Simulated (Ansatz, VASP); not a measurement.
**One calculation of Zn, two programs**

INCAR

```
  ALGO = Normal
  DIPOL = 0.5 0.5 0.500
  EDIFF = 1E-6
  ENCUT = 520
  GGA = PE
  IDIPOL = 3
  ISIF = 2
  ISMEAR = -1
  LASPH = True
  LCHARG = True
  LDIPOL = True
  LELF = True
  LREAL = False
  LVACPOTAV = True
  LVHAR = True
  LWAVE = False
  NBANDS = 38
  NELM = 80
  PREC = Accurate
  SIGMA = 0.08
```

File KPOINTS:

```
k-points
0
Gamma
  16 16 1
```

File POSCAR:

```
Zn
1.0
    2.6356265398      0.0000000000      0.0000000000
   -1.3178132699      2.2825195384      0.0000000000
    0.0000000000      0.0000000000     20.7037000000
Zn
5
Direct
    0.0000000000      0.0000000000      0.2656530456
    0.3333333333      0.6666666667      0.3843969497
    0.0000000000      0.0000000000      0.4999999983
    0.3333333333      0.6666666667      0.6156030456
    0.0000000000      0.0000000000      0.7343469544
```

Input for Ansatz:

```yaml
crystal:
  lattice:
    - [2.6356265398, 0.0, 0.0]
    - [-1.3178132699, 2.2825195384, 0.0]
    - [0.0, 0.0, 20.7037]
  atoms:
    - { symbol: Zn, position: [0.0, 0.0, 0.2656530456] }
    - { symbol: Zn, position: [0.3333333333, 0.6666666667, 0.3843969497] }
    - { symbol: Zn, position: [0.0, 0.0, 0.4999999983] }
    - { symbol: Zn, position: [0.3333333333, 0.6666666667, 0.6156030456] }
    - { symbol: Zn, position: [0.0, 0.0, 0.7343469544] }
kpoints:
  mp_grid: { grid: [16, 16, 1] }
scf:
  occupations: { method: fermi_dirac, width: 0.08 }
hamiltonian:
  xc: pbe
  pseudopotentials: { kind: all_electron, lapw: { basis_error: 0.001 } }
output:
  forces: true
  stress: true
  eigenvalues: true
efield:
  axis: 3
  amplitude: 0
  dipole_correction: true
```

Alike in both runs: task single point; functional PBE; k mesh 16 × 16 × 1; occupations fermi-dirac, width 0.08 eV; no spin polarisation.

|  | VASP | Ansatz |
| --- | --- | --- |
| version | VASP 6.6.1 | Ansatz 0.2.0 |
| potentials or method | VASP PAW PBE potentials, release 64 (Zn), cutoff 520 eV | all-electron LAPW, scalar-relativistic |

VASP gave:

```
rms of the force components (eV/Å) : 0.005
```

Task: Which values does Ansatz return?

Result: rms of the force components (eV/Å): 0.002.

Atom by atom the forces differ by 0.003 eV/Å (rms over components). Ansatz ran all-electron here, and VASP with PAW potentials. Ansatz's warnings: vacuum density over bound.
